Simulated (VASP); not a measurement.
# MoS2 (R3m) in VASP: settings compared, part 2 of 2

VASP 6.6.1. The steps go on from the part before.

## 3. Single point, PBE

INCAR reads:

```
SYSTEM = MoS2
PREC = Accurate
ENCUT = 520
EDIFF = 1E-6
ISMEAR = 0
SIGMA = 0.01
LREAL = .FALSE.
LASPH = .TRUE.
NELM = 100
ALGO = Normal
ISIF = 2
LWAVE = .FALSE.
LCHARG = .FALSE.
GGA = PE
NBANDS = 20
```

KPOINTS reads:

```
Automatic mesh
0
G
  6 6 6
  0 0 0
```

POSCAR reads:

```
MoS2
1.0
    1.5875907341      0.9165959377      6.1939395585
   -1.5875907341      0.9165959377      6.1939395585
    0.0000000000     -1.8331918754      6.1939395585
Mo S
1 2
Direct
   -0.0000146006     -0.0000146006     -0.0000146006
    0.4170015125      0.4170015125      0.4170015125
    0.2496797548      0.2496797548      0.2496797548
```

Potentials or basis: VASP PAW PBE potentials, release 64 (Mo_sv, S).

On the command line:

```bash
> cat potpaw_PBE.64/Mo_sv/POTCAR potpaw_PBE.64/S/POTCAR > POTCAR
> mpirun -np 1 vasp_std > vasp.out
```

OUTCAR:

```text
SYSTEM = MoS2
   PREC = Accurate
   ENCUT = 520
   EDIFF = 1E-6
   ISMEAR = 0
   LREAL = .FALSE.
   LASPH = .TRUE.
   NELM = 100
   ISIF = 2
   GGA = PE

 ion  position               nearest neighbor table
   1  1.000  1.000  1.000-   3 2.40   3 2.40   3 2.40   2 2.40   2 2.40   2 2.40
   2  0.417  0.417  0.417-   1 2.40   1 2.40   1 2.40
   3  0.250  0.250  0.250-   1 2.40   1 2.40   1 2.40

  LATTYP: Found a trigonal (rhomboedric) cell.
 ALAT       =     6.4595262757
 COS(alpha) =     0.8791891977

  Lattice vectors:

 A1 = (   1.5875907341,   0.9165959377,   6.1939395585)
 A2 = (  -1.5875907341,   0.9165959377,   6.1939395585)
 A3 = (   0.0000000000,  -1.8331918754,   6.1939395585)

Analysis of symmetry for initial positions (statically):
=====================================================================
 Subroutine PRICEL returns:
 Original cell was already a primitive cell.

 Routine SETGRP: Setting up the symmetry group for a
 trigonal (rhombohedral) supercell.

 Subroutine GETGRP returns: Found  6 space group operations
 (whereof  6 operations were pure point group operations)
 out of a pool of 12 trial point group operations.
[... 159 lines left out ...]
  ext. energy  EPLUGINS =         0.00000000
  ---------------------------------------------------
  free energy    TOTEN  =       -21.81307823 eV

  energy without entropy =      -21.81307823  energy(sigma->0) =      -21.81307823

 E-fermi :   7.6298     XC(G=0): -10.7471

 val. band max:        7.3987426051   @ k =   0.5000   0.5000   0.5000
 cond. band min:       8.3675167013   @ k =  -0.1667   0.1667   0.0000
 fundamental gap:      0.9687740962
 Fermi energy:         7.6298119498

 k-point     1 :       0.0000    0.0000    0.0000
  band No.  band energies     occupation
      1     -54.1370      2.00000
      2     -28.2887      2.00000
      3     -28.0724      2.00000
      4     -28.0724      2.00000
      5      -7.5591      2.00000
      6      -5.9112      2.00000
[... 541 lines left out ...]
     19      15.5691      0.00000
     20      15.9409      0.00000

 [... further k-points ...]
[... 5 lines left out ...]
  --------------------------------------------------------------------------------------
  -------------------------------------------------------------------------------------
  Total        0.6111434      0.6111434      1.0691962      0.0000000      0.0000000      0.0000000
  in kB       18.1058528     18.1058528     31.6762148      0.0000000      0.0000000      0.0000000
  external PRESSURE =      22.6293068 kB  Pullay stress =       0.0000000 kB

 VOLUME and BASIS-vectors are now :
 -----------------------------------------------------------------------------
  energy-cutoff  :      520.00
  volume of cell :       54.08
      direct lattice vectors                 reciprocal lattice vectors
     1.587590734  0.916595938  6.193939559     0.314942629  0.181832212  0.053816046
    -1.587590734  0.916595938  6.193939559    -0.314942629  0.181832212  0.053816046
     0.000000000 -1.833191875  6.193939559     0.000000000 -0.363664424  0.053816046

 POSITION                                       TOTAL-FORCE (eV/Angst)
 -----------------------------------------------------------------------------------
      0.00000      0.00000     18.58155         0.000000      0.000000      0.001352
      0.00000      0.00000      7.74865         0.000000     -0.000000      0.101388
      0.00000      0.00000      4.63950         0.000000      0.000000     -0.102740
 -----------------------------------------------------------------------------------
    total drift:                               -0.000000      0.000000     -0.000053

  FREE ENERGIE OF THE ION-ELECTRON SYSTEM (eV)
  ---------------------------------------------------
  free  energy   TOTEN  =       -21.8130782295 eV

  energy  without entropy=      -21.8130782295  energy(sigma->0) =      -21.81307823
```

OSZICAR:

```text
N       E                     dE             d eps       ncg     rms          rms(c)
DAV:   1     0.182293643465E+03    0.18229E+03   -0.13294E+04  1280   0.122E+03
DAV:   2    -0.161078351619E+02   -0.19840E+03   -0.19295E+03  1612   0.316E+02
DAV:   3    -0.232125102109E+02   -0.71047E+01   -0.70451E+01  1584   0.565E+01
DAV:   4    -0.232886436668E+02   -0.76133E-01   -0.76101E-01  1580   0.627E+00
DAV:   5    -0.232897893191E+02   -0.11457E-02   -0.11456E-02  1592   0.743E-01    0.241E+01
DAV:   6    -0.222027337484E+02    0.10871E+01   -0.10811E+01  1372   0.198E+01    0.894E+00
DAV:   7    -0.219125854658E+02    0.29015E+00   -0.38613E+00  1320   0.113E+01    0.587E+00
DAV:   8    -0.218128928383E+02    0.99693E-01   -0.51695E-01  1428   0.441E+00    0.175E+00
DAV:   9    -0.218141534716E+02   -0.12606E-02   -0.20739E-02  1492   0.906E-01    0.604E-01
DAV:  10    -0.218130609626E+02    0.10925E-02   -0.85547E-03  1408   0.618E-01    0.135E-01
DAV:  11    -0.218130743722E+02   -0.13410E-04   -0.42536E-04  1508   0.143E-01    0.467E-02
DAV:  12    -0.218130584881E+02    0.15884E-04   -0.10511E-04  1464   0.662E-02    0.331E-02
DAV:  13    -0.218130779777E+02   -0.19490E-04   -0.29089E-05  1372   0.318E-02    0.921E-03
DAV:  14    -0.218130782295E+02   -0.25172E-06   -0.17035E-06  1292   0.779E-03
   1 F= -.21813078E+02 E0= -.21813078E+02  d E =0.000000E+00
```

Run time: 2.6 min. Hardware: 1 thread of Intel Xeon 8259CL, shared host; peak memory 0.31 GiB.

What came out:

- Free energy: -21.8131 eV
- Pressure: 2.3 GPa
- Largest force: 0.103 eV/Å
- Band gap on the k mesh: 0.97 eV (least direct gap 1.69 eV)

Forces on the atoms (eV/Å):
```
Mo   0.000  0.000  0.001
S    0.000  0.000  0.101
S    0.000  0.000 -0.103
```

## 4. Single point, r2SCAN

POSCAR is that of step 3.

INCAR.step1 reads:

```
PREC = Accurate ; ENCUT = 520
ISMEAR = 0 ; SIGMA = 0.01
LREAL = F ; LASPH = T
NELM = 60 ; NBANDS = 20
GGA = PE ; ALGO = Normal
EDIFF = 1E-4 ; LWAVE = T
LCHARG = F
```

INCAR.step2 reads:

```
PREC = Accurate ; ENCUT = 520
EDIFF = 1E-6 ; ISMEAR = 0
SIGMA = 0.01 ; LREAL = F
LASPH = T ; NELM = 60
ALGO = Normal ; ISIF = 2
LWAVE = F ; LCHARG = F
METAGGA = R2SCAN ; LMIXTAU = T
NBANDS = 20 ; ISTART = 1
```

KPOINTS reads:

```
regular mesh
0
Gamma
  6 6 6
```

On the command line:

```bash
> cat potpaw_PBE.64/Mo_sv/POTCAR potpaw_PBE.64/S/POTCAR > POTCAR
> cp INCAR.step1 INCAR
> mpirun -np 1 vasp_std > vasp.out
> cp INCAR.step2 INCAR
> mpirun -np 1 vasp_std > vasp.out
```

Wall time 9.4 min (1 thread of Intel Xeon 8259CL, shared host); peak memory 0.37 GiB.

It converged, with:

* Free energy: -45.0277 eV
* Pressure: 1.2 GPa
* Largest force: 0.047 eV/Å
* Band gap on the k mesh: 1.05 eV (least direct gap 1.80 eV)

Forces on the atoms (eV/Å):
```
Mo   0.000  0.000  0.000
S    0.000  0.000 -0.046
S    0.000  0.000  0.047
```

Stress tensor (GPa, compression positive):
```
1.26 0.00 0.00
0.00 1.26 0.00
0.00 0.00 1.07
```

Levels at points of the mesh, in eV from the valence-band top:
| k point | band 10 | band 11 | band 12 | band 13 | band 14 | band 15 | band 16 | band 17 |
| --- | --- | --- | --- | --- | --- | --- | --- | --- |
| (0.00, 0.00, 0.00) | -2.39 | -2.39 | -1.37 | -1.15 | 2.17 | 2.17 | 2.54 | 2.54 |
| (0.50, 0.00, 0.00) | -4.15 | -2.48 | -1.75 | -1.48 | 1.71 | 2.13 | 3.64 | 3.73 |
| (0.50, 0.50, 0.00) | -4.08 | -3.04 | -1.93 | -1.32 | 1.66 | 2.25 | 3.27 | 4.05 |
| (0.50, 0.50, 0.50) | -3.53 | -2.36 | -2.36 | 0.00 | 2.26 | 2.26 | 2.41 | 2.41 |

Caveat: the PAW data sets were made with another functional, which shifts forces and pressure a little.

## 5. Single point, PBE

INCAR reads:

```
SYSTEM = MoS2
PREC = Accurate
ENCUT = 520
EDIFF = 1E-7
ISMEAR = 0
SIGMA = 0.01
LREAL = .False.
LASPH = .True.
NELM = 60
ALGO = Normal
ISIF = 2
LWAVE = .False.
LCHARG = .True.
GGA = PE
LELF = .True.
LVHAR = .True.
NBANDS = 20
```

KPOINTS reads:

```
regular mesh
0
Gamma
  10 10 10
  0 0 0
```

POSCAR is that of step 4.

On the command line:

```bash
> cat potpaw_PBE.64/Mo_sv/POTCAR potpaw_PBE.64/S/POTCAR > POTCAR
> mpirun -np 1 vasp_std > vasp.out
```

It took 9.6 min on 1 thread of Intel Xeon 8259CL, shared host; peak memory 0.38 GiB.

It converged, with:

- Free energy: -21.8135 eV
- Pressure: 2.3 GPa
- Largest force: 0.098 eV/Å
- Band gap on the k mesh: 0.99 eV (least direct gap 1.93 eV)

Forces in eV/Å, atoms in the order of the input:
```
Mo   0.000  0.000  0.001
S    0.000  0.000  0.096
S    0.000  0.000 -0.098
```

Stress tensor (GPa, compression positive):
```
1.82 0.00 0.00
0.00 1.82 0.00
0.00 0.00 3.15
```

Levels at points of the mesh, in eV from the valence-band top:
```tsv
k point	band 11	band 12	band 13	band 14	band 15	band 16
(0.00, 0.00, 0.00)	-2.24	-1.25	-1.12	2.04	2.04	2.41
(0.50, 0.00, 0.00)	-2.33	-1.60	-1.42	1.60	2.02	3.46
(0.50, 0.50, 0.00)	-2.87	-1.78	-1.26	1.56	2.14	3.02
(0.50, 0.50, 0.50)	-2.21	-2.21	0.00	2.13	2.13	2.29
```

## 6. Overview

| level | k mesh | gap on the mesh (eV) | pressure (GPa) | largest force (eV/Å) |
| --- | --- | --- | --- | --- |
| PBE | 6 × 6 × 6 | 0.97 | 2.3 | 0.10 |
| r2SCAN | 6 × 6 × 6 | 1.05 | 1.2 | 0.05 |
| PBE | 10 × 10 × 10 | 0.99 | 2.3 | 0.10 |

Alike in all rows: task single point; potentials or basis VASP PAW PBE potentials, release 64 (Mo_sv, S); no spin polarisation; cell as given; cutoff (eV) 520; smearing gaussian 0.01 eV.

On the cell as given the gap runs from 0.97 eV (PBE) to 1.05 eV (r2SCAN); the meshes differ, which moves gaps too. The pressure there spans 1.2 GPa (r2SCAN) to 2.3 GPa (PBE); a positive pressure means that this level wants a larger cell, a negative one a smaller.

Caveats: the PAW data sets were made with another functional, which shifts forces and pressure a little (at least some runs).

Absolute energies hang on the potentials; compare differences alone.
